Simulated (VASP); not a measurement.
The system is Li2Si4P.

```
Li Si P
1.0
     5.52637    0.00000    0.00000
    -2.76318    4.78597    0.00000
     0.00000    0.00000    4.40575
Li Si P
2 4 1
Cartesian
  0.0000 3.1906 2.2029
  2.7632 1.5953 2.2029
  2.7632 0.0000 2.2029
  -1.3816 2.3930 2.2029
  1.3816 2.3930 2.2029
  0.0000 0.0000 2.2029
  0.0000 0.0000 0.0000
```

The cell was built from a structure type or drawn by symmetry, and may not be a known phase.

| Property | Result |
| --- | --- |
| Program | VASP 6.6.1 |
| Task | relaxation of cell and atoms |
| Functional | PBE |
| Potentials or basis | VASP PAW PBE potentials, release 64 (Li_sv, Si, P) |
| Cutoff | 600 eV |
| k mesh | 6 × 6 × 4 |
| Occupations | gaussian, width 0.1 eV |
| Spin | no spin polarisation |

At the start: pressure 42.0 GPa; volume 16.65 Å³/atom.

**Question.** How do energy, volume and symmetry change on relaxing?

**Answer.** Over 15 steps the energy falls by 1752.4 meV/atom and the volume is 30.10 Å³/atom (+80.8 %); space group P6/mmm (No. 191, to 0.1 Å) before and after.

Step by step:
| step | energy change (eV) | largest force (eV/Å) | pressure (GPa) | volume (Å³) |
| --- | --- | --- | --- | --- |
| 1 | 0.0000 | 0.0000 | 42.01 | 116.53 |
| 2 | -10.9626 | 0.0000 | 2.67 | 203.17 |
| 3 | -11.4372 | 0.0000 | 0.39 | 219.36 |
| 4 | -11.6052 | 0.0000 | -2.19 | 253.85 |
| 5 | -11.6584 | 0.0000 | -1.09 | 233.29 |
| 6 | -11.6590 | 0.0000 | -0.93 | 230.10 |
| 7 | -11.8081 | 0.0000 | -0.90 | 227.41 |
| 8 | -11.6971 | 0.0000 | -0.52 | 223.37 |
| 9 | -11.8595 | 0.0000 | -0.70 | 218.62 |
| 10 | -12.0908 | 0.0000 | 0.83 | 204.04 |
| 11 | -12.2599 | 0.0000 | 0.17 | 210.04 |
| 12 | -12.2662 | 0.0000 | 0.15 | 210.04 |
| 13 | -12.2662 | 0.0000 | 0.16 | 209.88 |
| 14 | -12.2665 | 0.0000 | -0.10 | 211.31 |
| 15 | -12.2670 | 0.0000 | 0.01 | 210.68 |

Final structure:
```yaml
crystal:
  lattice:
    - [7.72501, 0.00000, 0.00000]
    - [-3.86250, 6.69005, 0.00000]
    - [0.00000, 0.00000, 4.07654]
  atoms:
    - { symbol: Li, position: [0.33333, 0.66667, 0.50000] }
    - { symbol: Li, position: [0.66667, 0.33333, 0.50000] }
    - { symbol: Si, position: [0.50000, 0.00000, 0.50000] }
    - { symbol: Si, position: [0.00000, 0.50000, 0.50000] }
    - { symbol: Si, position: [0.50000, 0.50000, 0.50000] }
    - { symbol: Si, position: [0.00000, 0.00000, 0.50000] }
    - { symbol: P, position: [0.00000, 0.00000, 0.00000] }
```

Caveat: the cutoff is under 1.25 times the usual one of these potentials, so pressure, stress and relaxed cells hold a basis-set (Pulay) error; the volume moved by over 15 % at a fixed basis, so the end points are rough.
